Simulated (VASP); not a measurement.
## ZnS: relaxation of cell and atoms with r2SCAN+rVV10

ZnS:

```xyz
2
Lattice="0.0000 2.6937 2.6937 2.6937 0.0000 2.6937 2.6937 2.6937 0.0000" Properties=species:S:1:pos:R:3 pbc="T T T"
Zn    0.0000    0.0000    0.0000
S     4.0405    4.0405    4.0405
```

| Item | Value |
| --- | --- |
| Program | VASP 6.6.1 |
| Task | relaxation of cell and atoms |
| Functional | r2SCAN |
| Dispersion | rVV10 |
| Potentials or basis | VASP PAW PBE potentials, release 64 (Zn, S) |
| Cutoff | 550 eV |
| k mesh | 8 × 8 × 8 |
| Occupations | gaussian, width 0.02 eV |
| Spin | no spin polarisation |
| Dipole correction | no |
| Further INCAR settings | ALGO = Normal; EDIFF = 1e-07; IBRION = 2; EDIFFG = -0.002; NSW = 100; ISIF = 3 |

| Property | Result |
| --- | --- |
| Relaxed volume | 19.36 Å³/atom |
| Relaxed cell | a = 3.797 Å, b = 3.797 Å, c = 3.797 Å, α = 60.00°, β = 60.00°, γ = 60.00° |
| Space group after relaxing (to 0.1 Å) | F-43m (No. 216) |
| Energy gained by relaxing | 0.5 meV/atom |
| Ionic steps | 4 |
| Pressure after relaxing | 0.0 GPa |
| Band gap on the k mesh | 2.71 eV |

The path:
| step | energy change (eV) | largest force (eV/Å) | pressure (GPa) | volume (Å³) |
| --- | --- | --- | --- | --- |
| 1 | 0.0000 | 0.0000 | -0.73 | 39.09 |
| 2 | -0.0010 | 0.0000 | 0.28 | 38.59 |
| 3 | -0.0011 | 0.0000 | 0.07 | 38.68 |
| 4 | -0.0011 | 0.0000 | 0.00 | 38.72 |

Final structure:
```
Zn S
1.0
     0.00000    2.68517    2.68517
     2.68517    0.00000    2.68517
     2.68517    2.68517    0.00000
Zn S
1 1
Direct
  0.00000 0.00000 0.00000
  0.75000 0.75000 0.75000
```

Levels at points of the mesh, in eV from the valence-band top:
```csv
k point,band 7,band 8,band 9,band 10,band 11,band 12
"(0.00, 0.00, 0.00)",0.00,0.00,0.00,2.71,6.87,6.87
"(0.50, 0.00, 0.00)",-5.54,-0.92,-0.92,3.82,7.35,7.35
"(0.50, 0.50, 0.00)",-4.70,-2.36,-2.36,3.62,4.44,11.85
```

Run time: 7.1 min on 1 thread of Intel(R) Xeon(R) Platinum 8375C CPU @ 2.90GHz (Ice Lake), on a shared host, peak memory 0.28 GiB.

Caveat: the PAW data sets were made with another functional, which shifts forces and pressure a little.
